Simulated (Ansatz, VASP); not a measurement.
**Ti: VASP beside Ansatz**

```
Ti
1.0
     4.56737    0.00000    0.00000
    -2.28369    3.95546    0.00000
     0.00000    0.00000    2.82624
Ti
3
Direct
  0.00000 0.00000 0.00000
  0.33333 0.66667 0.50000
  0.66667 0.33333 0.50000
```

Alike in both runs: task relaxation of cell and atoms; functional PBE; k mesh 12 × 12 × 14; occupations gaussian, width 0.1 eV; no spin polarisation.

|  | VASP | Ansatz |
| --- | --- | --- |
| version | VASP 6.6.1 | Ansatz 0.2.0 |
| potentials or method | VASP PAW PBE potentials, release 64 (Ti_sv), cutoff 600 eV | scalar-relativistic, plane waves, PAW |
| valence electrons in the cell | 36 | 36 |

VASP gave:

* gap on the k mesh at the Fermi level, each at its own relaxed structure (eV): none
* relaxed volume (Å³/atom): 17.13
* relaxed cell length with the largest relative difference (Å): 4.578

Question: Which values does Ansatz return?

Answer: gap on the k mesh at the Fermi level, each at its own relaxed structure (eV): none; relaxed volume (Å³/atom): 17.15; relaxed cell length with the largest relative difference (Å): 4.580.

A gap of «none» marks a metal or a gap that the smearing closes.
